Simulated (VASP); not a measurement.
Te: single point with PBE

Te:

```
Te
1.0
     4.47126    0.00000    0.00000
    -2.23563    3.87222    0.00000
     0.00000    0.00000    5.94875
Te
3
Direct
  0.26419 0.00000 0.33333
  0.00000 0.26419 0.66667
  0.73581 0.73581 0.00000
```

```json
{"Program": "VASP 6.6.1", "Task": "single point", "Functional": "PBE", "Potentials or basis": "VASP PAW PBE potentials, release 64 (Te)", "Cutoff": "500 eV", "k mesh": "6 × 6 × 4", "Occupations": "gaussian, width 0.01 eV", "Spin": "no spin polarisation", "Dipole correction": "no", "Further INCAR settings": "ALGO = Normal; EDIFF = 1e-06; NBANDS = 16"}
```

```
Pressure               : 1.4 GPa
Largest force          : 0.229 eV/Å
Band gap on the k mesh : 0.16 eV, direct
```

Forces in eV/Å, atoms in the order of the input:
```
Te   0.229  0.000  0.000
Te  -0.114  0.198  0.000
Te  -0.114 -0.198  0.000
```

Stress tensor (GPa, compression positive):
```
1.33 0.00 0.00
0.00 1.33 0.00
0.00 0.00 1.58
```

Levels at points of the mesh, in eV from the valence-band top:
| k point | band 5 | band 6 | band 7 | band 8 | band 9 | band 10 | band 11 | band 12 | band 13 | band 14 |
| --- | --- | --- | --- | --- | --- | --- | --- | --- | --- | --- |
| (0.00, 0.00, 0.00) | -2.76 | -2.76 | -1.62 | -1.62 | -0.73 | 1.03 | 1.03 | 1.66 | 4.98 | 4.98 |
| (0.50, 0.00, 0.00) | -4.36 | -3.48 | -3.42 | -1.07 | -0.82 | 0.93 | 1.03 | 3.07 | 3.72 | 7.30 |
| (0.00, 0.00, 0.50) | -2.62 | -2.62 | -1.30 | -1.02 | -1.02 | 0.55 | 0.60 | 0.60 | 4.06 | 5.34 |
| (0.50, 0.00, 0.50) | -3.66 | -3.60 | -2.35 | -2.02 | -0.20 | 0.78 | 1.94 | 2.56 | 4.58 | 5.35 |

It took 70 s on 1 thread of AMD EPYC 7R13, with other jobs on the host, peak memory 0.2 GiB.

Caveat: spin-orbit coupling is left out, which moves the levels of the heavy elements. A k mesh can miss the band edges.
